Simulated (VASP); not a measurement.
# GaTe3W (P4/mmm) in VASP: notebook

Runs on GaTe3W. Level: PBE. Tasks: single point, relaxation of cell and atoms.

Everything below comes from runs of VASP 6.6.1. Logs are shortened: lines on timing, memory, paths and dates and some standing lists are left out, and cuts for length are marked.

### 1 The cell of the first run

The structure is tetragonal, space group P4/mmm (No. 123). The conventional cell has a = 3.754 Å, b = 3.754 Å, c = 9.053 Å, α = 90.00°, β = 90.00°, γ = 90.00°. Within 3.5 Å of Ga (site symmetry 4/mmm) lie 4 W at 2.65 Å. Within 3.4 Å of Te (site symmetry 4mm) lie 1 W at 2.61 Å and 4 Te at 3.27 Å. Te (site symmetry 4/mmm) has 12 Te at 3.27 to 3.75 Å within 4.3 Å. Within 3.4 Å of W (site symmetry 4/mmm) lie 2 Te at 2.61 Å and 4 Ga at 2.65 Å.

The cell was built from a structure type or drawn by symmetry, and may not be a known phase.

### 2 Single point, PBE

Contents of INCAR:

```
PREC = Accurate
ENCUT = 520
EDIFF = 1E-6
ISMEAR = 0
SIGMA = 0.1
LREAL = F
LASPH = T
NELM = 80
ALGO = Normal
ISIF = 2
LWAVE = F
LCHARG = F
GGA = PE
NBANDS = 30
```

Contents of KPOINTS:

```
Automatic mesh
0
Gamma
  10 10 4
```

Contents of POSCAR:

```
GaTe3W
1.0
    3.7541255517      0.0000000000      0.0000000000
    0.0000000000      3.7541255517      0.0000000000
    0.0000000000      0.0000000000      9.0530095100
Ga Te W
1 3 1
Direct
    0.5000000000      0.5000000000      0.0000000000
    0.0000000000      0.0000000000      0.2888155942
    0.0000000000      0.0000000000      0.7111844058
    0.5000000000      0.5000000000      0.5000000000
    0.0000000000      0.0000000000      0.0000000000
```

Potentials or basis: VASP PAW PBE potentials, release 64 (Ga_d, Te, W_sv).

On the command line:

```bash
cat potpaw_PBE.64/Ga_d/POTCAR potpaw_PBE.64/Te/POTCAR potpaw_PBE.64/W_sv/POTCAR > POTCAR
mpirun -np 1 vasp_std > vasp.out
```

OUTCAR:

```text
PREC = Accurate
   ENCUT = 520
   EDIFF = 1E-6
   ISMEAR = 0
   LREAL = F
   LASPH = T
   NELM = 80
   ISIF = 2
   GGA = PE

 ion  position               nearest neighbor table
   1  0.500  0.500  0.000-   5 2.65   5 2.65   5 2.65   5 2.65
   2  0.000  0.000  0.289-   5 2.61   4 3.27   4 3.27   4 3.27   4 3.27
   3  0.000  0.000  0.711-   5 2.61   4 3.27   4 3.27   4 3.27   4 3.27
   4  0.500  0.500  0.500-   2 3.27   3 3.27   2 3.27   3 3.27   2 3.27   3 3.27   2 3.27   3 3.27

   5  0.000  0.000  0.000-   2 2.61   3 2.61   1 2.65   1 2.65   1 2.65   1 2.65

  LATTYP: Found a simple tetragonal cell.
 ALAT       =     3.7541255517
 C/A-ratio  =     2.4114828834

  Lattice vectors:

 A1 = (   3.7541255517,   0.0000000000,   0.0000000000)
 A2 = (   0.0000000000,   3.7541255517,   0.0000000000)
 A3 = (   0.0000000000,   0.0000000000,   9.0530095100)

Analysis of symmetry for initial positions (statically):
=====================================================================
 Subroutine PRICEL returns:
 Original cell was already a primitive cell.

 Routine SETGRP: Setting up the symmetry group for a
 simple tetragonal supercell.

 Subroutine GETGRP returns: Found 16 space group operations
 (whereof 16 operations were pure point group operations)
 out of a pool of 16 trial point group operations.

The static configuration has the point symmetry D_4h.

Analysis of symmetry for dynamics (positions and initial velocities):
=====================================================================
 Subroutine PRICEL returns:
 Original cell was already a primitive cell.

 Routine SETGRP: Setting up the symmetry group for a
 simple tetragonal supercell.

 Subroutine GETGRP returns: Found 16 space group operations
 (whereof 16 operations were pure point group operations)
 out of a pool of 16 trial point group operations.

The dynamic configuration has the point symmetry D_4h.

 Subroutine INISYM returns: Found 16 space group operations
 (whereof 16 operations are pure point group operations),
 and found     1 'primitive' translations

----------------------------------------------------------------------------------------

                                     Primitive cell

  volume of cell :     127.5882

  direct lattice vectors                    reciprocal lattice vectors
     3.754125552  0.000000000  0.000000000     0.266373616  0.000000000  0.000000000
     0.000000000  3.754125552  0.000000000     0.000000000  0.266373616  0.000000000
     0.000000000  0.000000000  9.053009510     0.000000000  0.000000000  0.110460505

  length of vectors
     3.754125552  3.754125552  9.053009510     0.266373616  0.266373616  0.110460505

  position of ions in fractional coordinates (direct lattice)
     0.500000000  0.500000000  0.000000000
     0.000000000  0.000000000  0.288815594
     0.000000000  0.000000000  0.711184406
     0.500000000  0.500000000  0.500000000
     0.000000000  0.000000000  0.000000000

  ion indices of the primitive-cell ions
   primitive index   ion index
                 1           1
                 2           2
                 3           3
                 4           4
                 5           5

----------------------------------------------------------------------------------------

 KPOINTS: Automatic mesh

Automatic generation of k-mesh.
 Grid dimensions read from file:
 generate k-points for:   10   10    4

 Generating k-lattice:

  Cartesian coordinates                     Fractional coordinates (reciprocal lattice)
     0.026637362  0.000000000  0.000000000     0.100000000  0.000000000  0.000000000
     0.000000000  0.026637362  0.000000000     0.000000000  0.100000000  0.000000000
     0.000000000  0.000000000  0.027615126     0.000000000  0.000000000  0.250000000

  Length of vectors
     0.026637362  0.026637362  0.027615126

  Shift w.r.t. Gamma in fractional coordinates (k-lattice)
     0.000000000  0.000000000  0.000000000

 Subroutine IBZKPT returns following result:
 ===========================================

 Found     63 irreducible k-points:

 Following reciprocal coordinates:
            Coordinates               Weight
  0.000000  0.000000  0.000000      1.000000
  0.100000  0.000000  0.000000      4.000000
  0.200000  0.000000  0.000000      4.000000
  0.300000  0.000000  0.000000      4.000000
  0.400000  0.000000  0.000000      4.000000
  0.500000  0.000000  0.000000      2.000000
[... 16 lines left out ...]
  0.100000  0.000000  0.250000      8.000000
  0.200000  0.000000  0.250000      8.000000
 [... further k-points ...]
   k-points           NKPTS =     63   k-points in BZ     NKDIM =     63   number of bands    NBANDS=     30
   number of dos      NEDOS =    301   number of ions     NIONS =      5
   total plane-waves  NPLWV =  54880
   dimension x,y,z NGX =    28 NGY =   28 NGZ =   70
   dimension x,y,z NGXF=    56 NGYF=   56 NGZF=  140
   ions per type =               1   3   1
   NGX,Y,Z   is equivalent  to a cutoff of  12.40, 12.40, 12.85 a.u.
   NGXF,Y,Z  is equivalent  to a cutoff of  24.80, 24.80, 25.71 a.u.
 SYSTEM =  unknown system
   PREC   = accura    normal or accurate (medium, high low for compatibility)
   ISTART =      0    job   : 0-new  1-cont  2-samecut
   ICHARG =      2    charge: 1-file 2-atom 10-const
   ISPIN  =      1    spin polarized calculation?
   LNONCOLLINEAR =      F non collinear calculations
   LSORBIT =      F    spin-orbit coupling
   LASPH  =      T    aspherical Exc in radial PAW
   ENCUT  =  520.0 eV  38.22 Ry    6.18 a.u.   6.98  6.98 16.83*2*pi/ulx,y,z
   NELM   =     80;   NELMIN=  2; NELMDL= -5     # of ELM steps
   EDIFF  = 0.1E-05   stopping-criterion for ELM
   LREAL  =      F    real-space projection
   EDIFFG = 0.1E-04   stopping-criterion for IOM
   NSW    =      0    number of steps for IOM
   IBRION =     -1    ionic relax: 0-MD 1-quasi-New 2-CG
   NFREE  =      0    steps in history (QN), initial steepest desc. (CG)
   ISIF   =      2    stress and relaxation
   ISYM   =      2    0-nonsym 1-usesym 2-fastsym
   POTIM  = 0.5000    time-step for ionic-motion
   TEBEG  =    0.0;   TEEND  =   0.0 temperature during run
   PSTRESS=    0.0 pullay stress
   NELECT =      45.0000    total number of electrons
   NUPDOWN=      -1.0000    fix difference up-down
   EMIN   =  10.00;   EMAX   =-10.00  energy-range for DOS
   EFERMI =   0.00;   METHOD = LEGACY
   ISMEAR =     0;   SIGMA  =   0.10  broadening in eV -4-tet -1-fermi 0-gaus
   EFERMI_NEDOS =   21; number of points for ismear=-14 and -15
   IALGO  =     38    algorithm
   IMIX   =      4    mixing-type and parameters
     AMIX     =   0.40;   BMIX     =  1.00
     AMIX_MAG =   1.60;   BMIX_MAG =  1.00
  volume/ion in A,a.u.               =      25.52       172.20
  Fermi-wavevector in a.u.,A,eV,Ry     =   1.156668  2.185786 18.202982  1.337881
  Thomas-Fermi vector in A             =   2.293286
   LORBIT       =      0    0 simple, 1 ext, 2 COOP (PROOUT), +10 PAW based schemes
   GGA     = PE    functional components
   LHFCALC =     F    Hartree Fock is set to
   AEXX    =    0.0000 exact exchange contribution
   IVDW    =     0    specifies the selected vdW correction
   LEPSILON=     F    determine dielectric tensor
   LRPA    =     F    only Hartree local field effects (RPA)
 non-spin polarized calculation
 Gauss-broadening in eV      SIGMA  =   0.10
  energy-cutoff  :      520.00
  volume of cell :      127.59
 maximum number of plane-waves:      3460
 NGX is ok and might be reduce to    28
   NGX = 13   NGY = 13   NGZ = 33

 number of electron      45.0000011 magnetization

 Free energy of the ion-electron system (eV)
  ---------------------------------------------------
  ext. energy  EPLUGINS =         0.00000000
  ---------------------------------------------------
  free energy    TOTEN  =       -23.22669915 eV

  energy without entropy =      -23.20560819  energy(sigma->0) =      -23.21615367

 E-fermi :   7.1136     XC(G=0): -10.3348

 val. band max:        7.1132792057   @ k =   0.4000   0.1000   0.2500
 cond. band min:       7.1160678350   @ k =   0.4000   0.3000   0.5000
 fundamental gap:      0.0027886293
 Fermi energy:         7.1135921287

 k-point     1 :       0.0000    0.0000    0.0000
  band No.  band energies     occupation
      1     -66.8015      2.00000
      2     -31.0927      2.00000
      3     -30.9625      2.00000
      4     -30.9625      2.00000
      5      -7.2532      2.00000
      6      -7.1851      2.00000
[... 22 lines left out ...]
     29      10.7148      0.00000
     30      10.9969      0.00000

 k-point     2 :       0.1000    0.0000    0.0000
  band No.  band energies     occupation
      1     -66.8015      2.00000
      2     -31.0925      2.00000
      3     -30.9658      2.00000
      4     -30.9623      2.00000
      5      -7.2493      2.00000
      6      -7.1793      2.00000
[... 22 lines left out ...]
     29      10.7601      0.00000
     30      11.2266      0.00000

 k-point     3 :       0.2000    0.0000    0.0000
  band No.  band energies     occupation
      1     -66.8013      2.00000
      2     -31.0918      2.00000
      3     -30.9745      2.00000
      4     -30.9619      2.00000
      5      -7.2393      2.00000
      6      -7.1680      2.00000
[... 22 lines left out ...]
     29      10.8999      0.00000
     30      12.3275      0.00000

 k-point     4 :       0.3000    0.0000    0.0000
  band No.  band energies     occupation
      1     -66.8011      2.00000
      2     -31.0910      2.00000
      3     -30.9853      2.00000
      4     -30.9614      2.00000
      5      -7.2276      2.00000
      6      -7.1722      2.00000
[... 616 lines left out ...]
     29      10.6715      0.00000
     30      10.8608      0.00000

 k-point    23 :       0.1000    0.0000    0.2500
  band No.  band energies     occupation
      1     -66.8015      2.00000
      2     -31.0925      2.00000
      3     -30.9658      2.00000
      4     -30.9623      2.00000
      5      -7.2490      2.00000
      6      -7.1793      2.00000
[... 22 lines left out ...]
     29      10.6849      0.00000
     30      11.1980      0.00000

 k-point    24 :       0.2000    0.0000    0.2500
  band No.  band energies     occupation
      1     -66.8013      2.00000
      2     -31.0918      2.00000
      3     -30.9745      2.00000
      4     -30.9619      2.00000
      5      -7.2392      2.00000
      6      -7.1682      2.00000
[... 22 lines left out ...]
     29      10.8896      0.00000
     30      12.2976      0.00000

 [... further k-points ...]
[... 5 lines left out ...]
  --------------------------------------------------------------------------------------
  -------------------------------------------------------------------------------------
  Total        0.0119817      0.0119817     -0.0541046      0.0000000      0.0000000      0.0000000
  in kB        0.1504593      0.1504593     -0.6794138      0.0000000      0.0000000      0.0000000
  external PRESSURE =      -0.1261651 kB  Pullay stress =       0.0000000 kB

 VOLUME and BASIS-vectors are now :
 -----------------------------------------------------------------------------
  energy-cutoff  :      520.00
  volume of cell :      127.59
      direct lattice vectors                 reciprocal lattice vectors
     3.754125552  0.000000000  0.000000000     0.266373616  0.000000000  0.000000000
     0.000000000  3.754125552  0.000000000     0.000000000  0.266373616  0.000000000
     0.000000000  0.000000000  9.053009510     0.000000000  0.000000000  0.110460505

 POSITION                                       TOTAL-FORCE (eV/Angst)
 -----------------------------------------------------------------------------------
      1.87706      1.87706      0.00000         0.000000     -0.000000      0.000000
      0.00000      0.00000      2.61465        -0.000000      0.000000      0.002467
      0.00000      0.00000      6.43836         0.000000     -0.000000     -0.002467
      1.87706      1.87706      4.52650         0.000000     -0.000000      0.000000
      0.00000      0.00000      0.00000         0.000000     -0.000000      0.000000
 -----------------------------------------------------------------------------------
    total drift:                                0.000000      0.000000     -0.000000

  FREE ENERGIE OF THE ION-ELECTRON SYSTEM (eV)
  ---------------------------------------------------
  free  energy   TOTEN  =       -23.2266991461 eV

  energy  without entropy=      -23.2056081929  energy(sigma->0) =      -23.21615367
```

It took 2.9 min on 1 thread of Intel Xeon Platinum 8259CL at 2.50GHz (Skylake/Cascade Lake), shared host; peak memory 0.39 GiB.

What came out:

```yaml
Free_energy: -23.2267 eV
Pressure: 0.0 GPa
Band_gap_on_the_k_mesh: zero (an odd number of electrons rules out a gap without spin polarisation)
```

Forces on the atoms (eV/Å):
```
Ga   0.000  0.000  0.000
Te   0.000  0.000  0.002
Te   0.000  0.000 -0.002
Te   0.000  0.000  0.000
W    0.000  0.000  0.000
```

Stress tensor (GPa, compression positive):
```
 0.02  0.00  0.00
 0.00  0.02  0.00
 0.00  0.00 -0.07
```

Levels at points of the mesh, in eV from the Fermi level:
| k point | band 19 | band 20 | band 21 | band 22 | band 23 | band 24 | band 25 | band 26 | band 27 | band 28 |
| --- | --- | --- | --- | --- | --- | --- | --- | --- | --- | --- |
| (0.00, 0.00, 0.00) | -1.34 | -1.34 | -0.26 | 0.61 | 1.47 | 1.47 | 1.50 | 1.50 | 2.17 | 3.56 |
| (0.50, 0.00, 0.00) | -1.69 | -1.63 | -0.94 | -0.44 | -0.22 | -0.13 | 1.39 | 1.88 | 2.25 | 4.05 |
| (0.50, 0.50, 0.00) | -2.29 | -1.71 | -1.71 | -0.91 | -0.04 | -0.04 | 1.18 | 1.18 | 1.59 | 1.69 |
| (0.00, 0.00, 0.50) | -0.53 | -0.53 | -0.19 | -0.19 | 0.01 | 0.61 | 2.46 | 3.01 | 3.01 | 3.46 |
| (0.50, 0.00, 0.50) | -1.63 | -1.08 | -0.23 | 0.01 | 0.25 | 0.74 | 1.25 | 1.38 | 1.50 | 4.15 |
| (0.50, 0.50, 0.50) | -2.68 | -2.17 | -1.88 | -1.88 | -0.24 | -0.24 | 1.55 | 1.55 | 1.57 | 1.66 |

Caveat: spin-orbit coupling is left out, which moves the levels of the heavy elements.

### 3 Relaxation of cell and atoms, PBE

This run uses another cell than the first one, of 25.85 Å³/atom.

Contents of INCAR:

```
SYSTEM = GaTe3W
  ALGO = Normal
  EDIFF = 1E-7
  EDIFFG = -0.01
  ENCUT = 600
  GGA = PE
  IBRION = 2
  ISIF = 3
  ISMEAR = 0
  LASPH = .TRUE.
  LCHARG = .FALSE.
  LREAL = .FALSE.
  LWAVE = .FALSE.
  NELM = 60
  NSW = 100
  PREC = Accurate
  SIGMA = 0.1
```

Contents of KPOINTS:

```
k-points
0
G
  10 10 4
  0 0 0
```

Contents of POSCAR:

```
GaTe3W
1.0
    3.8097877785      0.0000000000      0.0000000000
    0.0000000000      3.8097877785      0.0000000000
    0.0000000000      0.0000000000      8.9060672110
Ga Te W
1 3 1
Direct
    0.5000000000      0.5000000000      0.0000000000
    0.0000000000      0.0000000000      0.2911830175
    0.0000000000      0.0000000000      0.7088169825
    0.5000000000      0.5000000000      0.5000000000
    0.0000000000      0.0000000000      0.0000000000
```

Potentials or basis: VASP PAW PBE potentials, release 64 (Ga_d, Te, W_sv).

On the command line:

```bash
cat potpaw_PBE.64/Ga_d/POTCAR potpaw_PBE.64/Te/POTCAR potpaw_PBE.64/W_sv/POTCAR > POTCAR
mpirun -np 1 vasp_std > vasp.out
```

Run time: 19 min. Hardware: 1 thread of Intel Xeon Platinum 8259CL at 2.50GHz (Skylake/Cascade Lake), shared host; peak memory 0.46 GiB.

Results (log left out):

* Free energy: -23.2268 eV
* Relaxed volume: 25.52 Å³/atom
* Relaxed cell: a = 3.756 Å, b = 3.756 Å, c = 9.043 Å, α = 90.00°, β = 90.00°, γ = 90.00°
* Space group after relaxing (to 0.1 Å): P4/mmm (No. 123)
* Energy gained by relaxing: 5.0 meV/atom
* Ionic steps: 8
* Pressure after relaxing: 0.0 GPa
* Largest force after relaxing: 0.010 eV/Å
* Band gap on the k mesh: zero (an odd number of electrons rules out a gap without spin polarisation)

Forces on the atoms (eV/Å):
```
Ga   0.000  0.000  0.000
Te   0.000  0.000  0.010
Te   0.000  0.000 -0.010
Te   0.000  0.000  0.000
W    0.000  0.000  0.000
```

Stress tensor (GPa, compression positive):
```
-0.03  0.00  0.00
 0.00 -0.03  0.00
 0.00  0.00  0.06
```

The path:
```tsv
step	energy change (eV)	largest force (eV/Å)	pressure (GPa)	volume (Å³)
1	0.0000	0.1234	-0.53	129.27
2	-0.0193	0.2472	-0.30	127.65
3	-0.0197	0.2002	-0.34	127.87
4	-0.0220	0.0693	0.44	126.70
5	-0.0221	0.0961	0.28	126.93
6	-0.0240	0.0499	0.17	127.21
7	-0.0249	0.0080	0.01	127.58
8	-0.0249	0.0099	0.00	127.59
```

Final structure:
```
CELL_PARAMETERS angstrom
3.75620 0.00000 0.00000
0.00000 3.75620 0.00000
0.00000 0.00000 9.04344
ATOMIC_POSITIONS crystal
Ga 0.50000 0.50000 0.00000
Te 0.00000 0.00000 0.28896
Te 0.00000 0.00000 0.71104
Te 0.50000 0.50000 0.50000
W 0.00000 0.00000 0.00000
```

Levels at points of the mesh, in eV from the Fermi level:
```
           k point  band 20  band 21  band 22  band 23  band 24  band 25  band 26  band 27
(0.00, 0.00, 0.00)    -1.35    -0.26     0.60     1.47     1.47     1.50     1.50     2.17
(0.50, 0.00, 0.00)    -1.63    -0.95    -0.43    -0.23    -0.14     1.39     1.88     2.26
(0.50, 0.50, 0.00)    -1.71    -1.71    -0.90    -0.04    -0.04     1.19     1.19     1.58
(0.00, 0.00, 0.50)    -0.54    -0.20    -0.20     0.01     0.60     2.46     3.01     3.01
(0.50, 0.00, 0.50)    -1.09    -0.24     0.01     0.24     0.74     1.26     1.38     1.50
(0.50, 0.50, 0.50)    -2.17    -1.88    -1.88    -0.23    -0.23     1.56     1.57     1.66
```

Caveat: spin-orbit coupling is left out, which moves the levels of the heavy elements.
